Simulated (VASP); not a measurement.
Here is a VASP 6.6.1 calculation.

File INCAR:

```
SYSTEM = Li7ZnCl9
PREC = Accurate
ENCUT = 520
EDIFF = 1E-6
ISMEAR = -1
SIGMA = 0.05
LREAL = Auto
LASPH = .True.
NELM = 100
ALGO = Normal
ISIF = 2
LWAVE = .False.
LCHARG = .False.
GGA = PE
ISYM = 0
NBANDS = 62
```

File KPOINTS:

```
Automatic mesh
0
Gamma
  1 1 1
  0 0 0
```

The input POSCAR:

```
Li7ZnCl9
1.0
    7.3415680000      0.2514770000      0.2701260000
    0.2514770000      7.2254430000      0.1537620000
    0.2701260000      0.1537620000      6.8830560000
Li Cl Zn
7 9 1
Direct
    0.6173364964      1.0250658934      0.3938481947
    1.0515368699      0.2344829397      0.8779773092
    0.9164765339      0.4400998289      0.3409750306
    0.4154818369      0.4742781765      0.1428177531
    0.4369559766      0.9040910779      0.8685830796
    0.8868868482      0.7167098550      0.8159112845
    0.4679018789      0.3864014255      0.6561436782
    0.1447094122      0.9204417294      0.7970542829
    0.9171985758      0.1150040263      0.1998453257
    0.1259277688      0.5003163404      0.0354044765
    0.3763267144      0.9028955212      0.2683391431
    0.1639342466      0.3143754213      0.5472979014
    0.5757613625      0.6231025517      0.8746653219
    0.8645589225      0.7498319243      0.4700672928
    0.6117045377      0.3949031027      0.3597931804
    0.6372240228      0.1214840698      0.7388665137
    0.0920154601      0.9517836903      0.4254589921
```

Potentials or basis: VASP PAW PBE potentials, release 64 (Li_sv, Cl, Zn).

Command:

```bash
$ cat potpaw_PBE.64/Li_sv/POTCAR potpaw_PBE.64/Cl/POTCAR potpaw_PBE.64/Zn/POTCAR > POTCAR
$ mpirun -np 1 vasp_gam > vasp.out
```

**Question.** What does it give for the largest force?

**Answer.** 0.817 eV/Å.

**Question.** Predict the band gap on the k mesh.

**Answer.** 4.13 eV.

Forces on the atoms (eV/Å):
```
Li   0.429  0.347  0.218
Li  -0.048 -0.066 -0.014
Li   0.414 -0.142 -0.141
Li  -0.147  0.302 -0.161
Li   0.166  0.212  0.158
Li   0.116 -0.018  0.125
Li  -0.159  0.141  0.139
Cl  -0.501 -0.197 -0.615
Cl   0.059 -0.026 -0.154
Cl  -0.387 -0.003 -0.020
Cl  -0.058 -0.155 -0.046
Cl  -0.126  0.030  0.055
Cl   0.241 -0.356 -0.047
Cl   0.031 -0.337  0.241
Cl  -0.330  0.220 -0.208
Cl  -0.072 -0.406  0.259
Zn   0.371  0.453  0.210
```

Caveat: the k points lie up to 0.92 Å⁻¹ apart.
